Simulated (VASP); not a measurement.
# SnSe2 (P-3m1) in VASP: a series of runs, part 2 of 2

VASP 6.6.1. Earlier steps stand in the parts before.

## (3) Single point, PBEsol (biaxial strain in the a-b plane: -6.0 %, then relaxed in part)

File INCAR:

```
SYSTEM = SnSe2
  PREC = Accurate
  ENCUT = 520
  EDIFF = 1E-6
  ISMEAR = 0
  SIGMA = 0.02
  LREAL = .FALSE.
  LASPH = .TRUE.
  NELM = 80
  ALGO = Normal
  ISIF = 2
  LWAVE = .FALSE.
  LCHARG = .FALSE.
  GGA = PS
  NBANDS = 20
```

File KPOINTS:

```
regular mesh
0
G
  12 12 6
  0 0 0
```

File POSCAR:

```
SnSe2
1.0
    3.5884018146      0.0000000000      0.0000000000
   -1.7942009073      3.1076471305      0.0000000000
    0.0000000000      0.0000000000      6.5141896604
Sn Se
1 2
Direct
    0.0000000000      0.0000000000      0.0000000000
    0.6666666667      0.3333333333      0.7449196675
    0.3333333333      0.6666666667      0.2550803325
```

Potentials or basis: VASP PAW PBE potentials, release 64 (Sn_d, Se).

Launch:

```bash
> cat potpaw_PBE.64/Sn_d/POTCAR potpaw_PBE.64/Se/POTCAR > POTCAR
> mpirun -np 1 vasp_std > vasp.out
```

OUTCAR:

```text
SYSTEM = SnSe2
   PREC = Accurate
   ENCUT = 520
   EDIFF = 1E-6
   ISMEAR = 0
   LREAL = .FALSE.
   LASPH = .TRUE.
   NELM = 80
   ISIF = 2
   GGA = PS

 ion  position               nearest neighbor table
   1  0.000  0.000  0.000-   2 2.66   3 2.66   2 2.66   3 2.66   2 2.66   3 2.66
   2  0.667  0.333  0.745-   1 2.66   1 2.66   1 2.66
   3  0.333  0.667  0.255-   1 2.66   1 2.66   1 2.66

  LATTYP: Found a hexagonal cell.
 ALAT       =     3.5884018146
 C/A-ratio  =     1.8153456600

  Lattice vectors:

 A1 = (   3.5884018146,   0.0000000000,   0.0000000000)
 A2 = (  -1.7942009073,   3.1076471305,   0.0000000000)
 A3 = (   0.0000000000,   0.0000000000,   6.5141896604)

Analysis of symmetry for initial positions (statically):
=====================================================================
 Subroutine PRICEL returns:
 Original cell was already a primitive cell.

 Routine SETGRP: Setting up the symmetry group for a
 hexagonal supercell.

 Subroutine GETGRP returns: Found 12 space group operations
 (whereof 12 operations were pure point group operations)
 out of a pool of 24 trial point group operations.

The static configuration has the point symmetry D_3d.

Analysis of symmetry for dynamics (positions and initial velocities):
=====================================================================
 Subroutine PRICEL returns:
 Original cell was already a primitive cell.

 Routine SETGRP: Setting up the symmetry group for a
 hexagonal supercell.

 Subroutine GETGRP returns: Found 12 space group operations
 (whereof 12 operations were pure point group operations)
 out of a pool of 24 trial point group operations.

The dynamic configuration has the point symmetry D_3d.

 Subroutine INISYM returns: Found 12 space group operations
 (whereof 12 operations are pure point group operations),
 and found     1 'primitive' translations

----------------------------------------------------------------------------------------

                                     Primitive cell

  volume of cell :      72.6429

  direct lattice vectors                    reciprocal lattice vectors
     3.588401815  0.000000000  0.000000000     0.278675592  0.160893428  0.000000000
    -1.794200907  3.107647131  0.000000000     0.000000000  0.321786856  0.000000000
     0.000000000  0.000000000  6.514189660     0.000000000  0.000000000  0.153511035

  length of vectors
     3.588401815  3.588401815  6.514189660     0.321786856  0.321786856  0.153511035

  position of ions in fractional coordinates (direct lattice)
     0.000000000  0.000000000  0.000000000
     0.666666667  0.333333333  0.744919667
     0.333333333  0.666666667  0.255080333

  ion indices of the primitive-cell ions
   primitive index   ion index
                 1           1
                 2           2
                 3           3

----------------------------------------------------------------------------------------

 KPOINTS: regular mesh

Automatic generation of k-mesh.
 Grid dimensions read from file:
 generate k-points for:   12   12    6

 Generating k-lattice:

  Cartesian coordinates                     Fractional coordinates (reciprocal lattice)
     0.023222966  0.013407786  0.000000000     0.083333333  0.000000000  0.000000000
     0.000000000  0.026815571  0.000000000     0.000000000  0.083333333  0.000000000
     0.000000000  0.000000000  0.025585173     0.000000000  0.000000000  0.166666667

  Length of vectors
     0.026815571  0.026815571  0.025585173

  Shift w.r.t. Gamma in fractional coordinates (k-lattice)
     0.000000000  0.000000000  0.000000000

 Subroutine IBZKPT returns following result:
 ===========================================

 Found    100 irreducible k-points:

 Following reciprocal coordinates:
            Coordinates               Weight
  0.000000  0.000000  0.000000      1.000000
  0.083333  0.000000  0.000000      6.000000
  0.166667  0.000000  0.000000      6.000000
  0.250000  0.000000  0.000000      6.000000
  0.333333  0.000000  0.000000      6.000000
  0.416667  0.000000  0.000000      6.000000
[... 16 lines left out ...]
  0.166667  0.000000  0.166667      6.000000
  0.000000  0.166667  0.166667      6.000000
 [... further k-points ...]
   k-points           NKPTS =    100   k-points in BZ     NKDIM =    100   number of bands    NBANDS=     20
   number of dos      NEDOS =    301   number of ions     NIONS =      3
   total plane-waves  NPLWV =  37632
   dimension x,y,z NGX =    28 NGY =   28 NGZ =   48
   dimension x,y,z NGXF=    56 NGYF=   56 NGZF=   96
   ions per type =               1   2
   NGX,Y,Z   is equivalent  to a cutoff of  12.97, 12.97, 12.25 a.u.
   NGXF,Y,Z  is equivalent  to a cutoff of  25.94, 25.94, 24.50 a.u.
 SYSTEM =  SnSe2
   PREC   = accura    normal or accurate (medium, high low for compatibility)
   ISTART =      0    job   : 0-new  1-cont  2-samecut
   ICHARG =      2    charge: 1-file 2-atom 10-const
   ISPIN  =      1    spin polarized calculation?
   LNONCOLLINEAR =      F non collinear calculations
   LSORBIT =      F    spin-orbit coupling
   LASPH  =      T    aspherical Exc in radial PAW
   ENCUT  =  520.0 eV  38.22 Ry    6.18 a.u.   6.67  6.67 12.11*2*pi/ulx,y,z
   NELM   =     80;   NELMIN=  2; NELMDL= -5     # of ELM steps
   EDIFF  = 0.1E-05   stopping-criterion for ELM
   LREAL  =      F    real-space projection
   EDIFFG = 0.1E-04   stopping-criterion for IOM
   NSW    =      0    number of steps for IOM
   IBRION =     -1    ionic relax: 0-MD 1-quasi-New 2-CG
   NFREE  =      0    steps in history (QN), initial steepest desc. (CG)
   ISIF   =      2    stress and relaxation
   ISYM   =      2    0-nonsym 1-usesym 2-fastsym
   POTIM  = 0.5000    time-step for ionic-motion
   TEBEG  =    0.0;   TEEND  =   0.0 temperature during run
   PSTRESS=    0.0 pullay stress
   NELECT =      26.0000    total number of electrons
   NUPDOWN=      -1.0000    fix difference up-down
   EMIN   =  10.00;   EMAX   =-10.00  energy-range for DOS
   EFERMI =   0.00;   METHOD = LEGACY
   ISMEAR =     0;   SIGMA  =   0.02  broadening in eV -4-tet -1-fermi 0-gaus
   EFERMI_NEDOS =   21; number of points for ismear=-14 and -15
   IALGO  =     38    algorithm
   IMIX   =      4    mixing-type and parameters
     AMIX     =   0.40;   BMIX     =  1.00
     AMIX_MAG =   1.60;   BMIX_MAG =  1.00
  volume/ion in A,a.u.               =      24.21       163.41
  Fermi-wavevector in a.u.,A,eV,Ry     =   1.162345  2.196513 18.382082  1.351045
  Thomas-Fermi vector in A             =   2.298907
   LORBIT       =      0    0 simple, 1 ext, 2 COOP (PROOUT), +10 PAW based schemes
   GGA     = PS    functional components
   LHFCALC =     F    Hartree Fock is set to
   AEXX    =    0.0000 exact exchange contribution
   IVDW    =     0    specifies the selected vdW correction
   LEPSILON=     F    determine dielectric tensor
   LRPA    =     F    only Hartree local field effects (RPA)
 non-spin polarized calculation
 Gauss-broadening in eV      SIGMA  =   0.02
  energy-cutoff  :      520.00
  volume of cell :       72.64
 maximum number of plane-waves:      1986
 NGX is ok and might be reduce to    28
   NGX = 13   NGY = 13   NGZ = 25

 number of electron      25.9999999 magnetization

 Free energy of the ion-electron system (eV)
  ---------------------------------------------------
  ext. energy  EPLUGINS =         0.00000000
  ---------------------------------------------------
  free energy    TOTEN  =       -12.73324878 eV

  energy without entropy =      -12.73321418  energy(sigma->0) =      -12.73323148

 E-fermi :   5.1414     XC(G=0):  -9.9313

 val. band max:        5.1155059816   @ k =   0.0833   0.0000   0.1667
 cond. band min:       5.1608793965   @ k =   0.5000   0.0000   0.5000
 fundamental gap:      0.0453734150
 Fermi energy:         5.1414424500

 k-point     1 :       0.0000    0.0000    0.0000
  band No.  band energies     occupation
      1     -16.4903      2.00000
      2     -16.4903      2.00000
      3     -16.4221      2.00000
      4     -16.3988      2.00000
      5     -16.3988      2.00000
      6      -9.7076      2.00000
[... 12 lines left out ...]
     19      14.1733      0.00000
     20      14.1733      0.00000
[... 507 lines left out ...]
 k-point    24 :       0.0000    0.1667    0.1667
  band No.  band energies     occupation
      1     -16.5055      2.00000
      2     -16.4700      2.00000
      3     -16.4166      2.00000
      4     -16.4068      2.00000
      5     -16.3998      2.00000
      6      -9.3433      2.00000
[... 12 lines left out ...]
     19      13.0497      0.00000
     20      13.8910      0.00000

 [... further k-points ...]
[... 5 lines left out ...]
  --------------------------------------------------------------------------------------
  -------------------------------------------------------------------------------------
  Total        4.2928018      4.2928018      0.0906413      0.0000000      0.0000000     -0.0000000
  in kB       94.6800010     94.6800010      1.9991413      0.0000000      0.0000000     -0.0000000
  external PRESSURE =      63.7863811 kB  Pullay stress =       0.0000000 kB

 VOLUME and BASIS-vectors are now :
 -----------------------------------------------------------------------------
  energy-cutoff  :      520.00
  volume of cell :       72.64
      direct lattice vectors                 reciprocal lattice vectors
     3.588401815  0.000000000  0.000000000     0.278675592  0.160893428  0.000000000
    -1.794200907  3.107647131  0.000000000     0.000000000  0.321786856  0.000000000
     0.000000000  0.000000000  6.514189660     0.000000000  0.000000000  0.153511035

 POSITION                                       TOTAL-FORCE (eV/Angst)
 -----------------------------------------------------------------------------------
      0.00000      0.00000      0.00000         0.000000      0.000000      0.000000
      1.79420      1.03588      4.85255         0.000000     -0.000000     -0.027628
     -0.00000      2.07176      1.66164        -0.000000      0.000000      0.027628
 -----------------------------------------------------------------------------------
    total drift:                               -0.000000     -0.000000      0.000000

  FREE ENERGIE OF THE ION-ELECTRON SYSTEM (eV)
  ---------------------------------------------------
  free  energy   TOTEN  =       -12.7332487810 eV

  energy  without entropy=      -12.7332141763  energy(sigma->0) =      -12.73323148
```

OSZICAR:

```text
N       E                     dE             d eps       ncg     rms          rms(c)
DAV:   1     0.209454140177E+03    0.20945E+03   -0.12204E+04  4136   0.152E+03
DAV:   2     0.111758031770E+02   -0.19828E+03   -0.19059E+03  4220   0.401E+02
DAV:   3    -0.121712329473E+02   -0.23347E+02   -0.22798E+02  4928   0.115E+02
DAV:   4    -0.129851095405E+02   -0.81388E+00   -0.81251E+00  4764   0.223E+01
DAV:   5    -0.130039059954E+02   -0.18796E-01   -0.18795E-01  5468   0.358E+00    0.559E+00
DAV:   6    -0.127736165441E+02    0.23029E+00   -0.39956E-01  6012   0.745E+00    0.349E+00
DAV:   7    -0.127346693000E+02    0.38947E-01   -0.15568E-01  5156   0.294E+00    0.769E-01
DAV:   8    -0.127333822733E+02    0.12870E-02   -0.12782E-02  5208   0.104E+00    0.293E-01
DAV:   9    -0.127332381516E+02    0.14412E-03   -0.13091E-03  4496   0.255E-01    0.780E-02
DAV:  10    -0.127332381881E+02   -0.36512E-07   -0.12825E-04  4992   0.794E-02    0.272E-02
DAV:  11    -0.127332484487E+02   -0.10261E-04   -0.23538E-05  4508   0.396E-02    0.635E-03
DAV:  12    -0.127332487810E+02   -0.33229E-06   -0.90989E-07  3412   0.115E-02
   1 F= -.12733249E+02 E0= -.12733231E+02  d E =-.346047E-04
```

stdout:

```text
POSCAR found type information on POSCAR SnSe
 POSCAR found :  2 types and       3 ions
 scaLAPACK will be used
 -----------------------------------------------------------------------------
|                                                                             |
|                                                                             |
|     You enforced a specific xc type in the INCAR file but a different       |
|     I HOPE YOU KNOW WHAT YOU ARE DOING!                                     |
|                                                                             |
 -----------------------------------------------------------------------------

 LDA part: xc-table for (Slater+PW92), standard interpolation
 POSCAR, INCAR and KPOINTS ok, starting setup
 FFT: planning ... GRIDC
 FFT: planning ... GRID_SOFT
 FFT: planning ... GRID
 WAVECAR not read
 entering main loop
```

It took 1.8 min on 1 thread of Intel Xeon Platinum 8259CL at 2.50GHz (Skylake/Cascade Lake), shared host; peak memory 0.28 GiB.

What came out:

* Free energy: -12.7332 eV
* Pressure: 6.4 GPa
* Largest force: 0.028 eV/Å
* Band gap on the k mesh: 0.05 eV, indirect (least direct gap 0.92 eV)

Forces in eV/Å, atoms in the order of the input:
```
Sn   0.000  0.000  0.000
Se   0.000  0.000 -0.028
Se   0.000  0.000  0.028
```

Stress tensor (GPa, compression positive):
```
9.47 0.00 0.00
0.00 9.47 0.00
0.00 0.00 0.20
```

Levels at points of the mesh, in eV from the valence-band top:
```csv
k point,band 9,band 10,band 11,band 12,band 13,band 14,band 15,band 16,band 17,band 18
"(0.00, 0.00, 0.00)",-1.36,-0.46,-0.46,-0.15,-0.15,1.16,3.41,4.87,4.87,6.92
"(0.50, 0.00, 0.00)",-5.44,-3.85,-2.60,-2.12,-0.56,0.84,3.38,4.59,5.05,5.48
"(0.00, 0.00, 0.50)",-3.35,-0.54,-0.54,-0.03,-0.03,2.91,3.33,4.69,4.69,7.26
"(0.50, 0.00, 0.50)",-5.78,-3.02,-2.46,-1.53,-0.87,0.05,3.07,4.20,4.80,5.74
```

Caveat: the cell differs from its parent crystal (biaxial strain in the a-b plane: -6.0 %, then relaxed in part); the PAW data sets were made with another functional, which shifts forces and pressure a little; spin-orbit coupling is left out, which moves the levels of the heavy elements; this functional lacks dispersion, which binds the layers, so the pressure and a relaxed spacing across them are unreliable.

## (4) Single point, PBEsol (biaxial strain in the a-b plane: -4.0 %)

File INCAR:

```
SYSTEM = SnSe2
PREC = Accurate
ENCUT = 520
EDIFF = 1E-6
ISMEAR = 0
SIGMA = 0.02
LREAL = .FALSE.
LASPH = .TRUE.
NELM = 80
ALGO = Normal
ISIF = 2
LWAVE = .FALSE.
LCHARG = .FALSE.
GGA = PS
NBANDS = 20
```

File KPOINTS:

```
Automatic mesh
0
G
  12 12 6
  0 0 0
```

File POSCAR:

```
SnSe2
1.0
    3.6647507894      0.0000000000      0.0000000000
   -1.8323753947      3.1737672822      0.0000000000
    0.0000000000      0.0000000000      6.3023880679
Sn Se
1 2
Direct
    0.0000000000      0.0000000000      0.0000000000
    0.6666666667      0.3333333333      0.7442224355
    0.3333333333      0.6666666667      0.2557775645
```

Launch:

```bash
> cat potpaw_PBE.64/Sn_d/POTCAR potpaw_PBE.64/Se/POTCAR > POTCAR
> mpirun -np 1 vasp_std > vasp.out
```

Wall time 93 s (1 thread of Intel Xeon Platinum 8259CL at 2.50GHz (Skylake/Cascade Lake), shared host); peak memory 0.28 GiB.

It converged, with:

```
Free energy            : -12.8695 eV
Pressure               : 5.2 GPa
Largest force          : 0.285 eV/Å
Band gap on the k mesh : 0.39 eV, indirect (least direct gap 1.09 eV)
```

Forces in eV/Å, atoms in the order of the input:
```
Sn   0.000  0.000  0.000
Se   0.000  0.000 -0.285
Se   0.000  0.000  0.285
```

Stress tensor (GPa, compression positive):
```
6.70 0.00 0.00
0.00 6.70 0.00
0.00 0.00 2.33
```

Levels at points of the mesh, in eV from the valence-band top:
```tsv
k point	band 10	band 11	band 12	band 13	band 14	band 15	band 16	band 17
(0.00, 0.00, 0.00)	-0.50	-0.50	-0.21	-0.21	1.24	3.24	4.81	4.81
(0.50, 0.00, 0.00)	-3.51	-2.62	-1.79	-0.40	1.06	3.56	4.88	5.21
(0.00, 0.00, 0.50)	-0.60	-0.60	-0.05	-0.05	2.88	3.18	4.57	4.57
(0.50, 0.00, 0.50)	-2.56	-2.44	-1.20	-0.79	0.39	3.58	4.39	5.18
```

Caveat: the cell differs from its parent crystal (biaxial strain in the a-b plane: -4.0 %); the PAW data sets were made with another functional, which shifts forces and pressure a little; spin-orbit coupling is left out, which moves the levels of the heavy elements; this functional lacks dispersion, which binds the layers, so the pressure and a relaxed spacing across them are unreliable. A k mesh can miss the band edges.

## (5) The runs side by side

| cell | gap on the mesh (eV) | pressure (GPa) | largest force (eV/Å) |
| --- | --- | --- | --- |
| a = 3.588, b = 3.588, c = 6.376 Å, angles 90.0, 90.0, 120.0°, 3 atoms | 0.22 | 8.5 | 0.45 |
| a = 3.588, b = 3.588, c = 6.514 Å, angles 90.0, 90.0, 120.0°, 3 atoms | 0.05 | 6.4 | 0.03 |
| a = 3.665, b = 3.665, c = 6.302 Å, angles 90.0, 90.0, 120.0°, 3 atoms | 0.39 | 5.2 | 0.28 |

Alike in all rows: task single point; level PBEsol; potentials or basis VASP PAW PBE potentials, release 64 (Sn_d, Se); no spin polarisation; k mesh 12 × 12 × 6; cutoff (eV) 520; smearing gaussian 0.02 eV.

Caveats: the PAW data sets were made with another functional, which shifts forces and pressure a little; spin-orbit coupling is left out, which moves the levels of the heavy elements; this functional lacks dispersion, which binds the layers, so the pressure and a relaxed spacing across them are unreliable.

Total energies depend on the potentials used, so only differences within one code and one set of settings carry meaning.
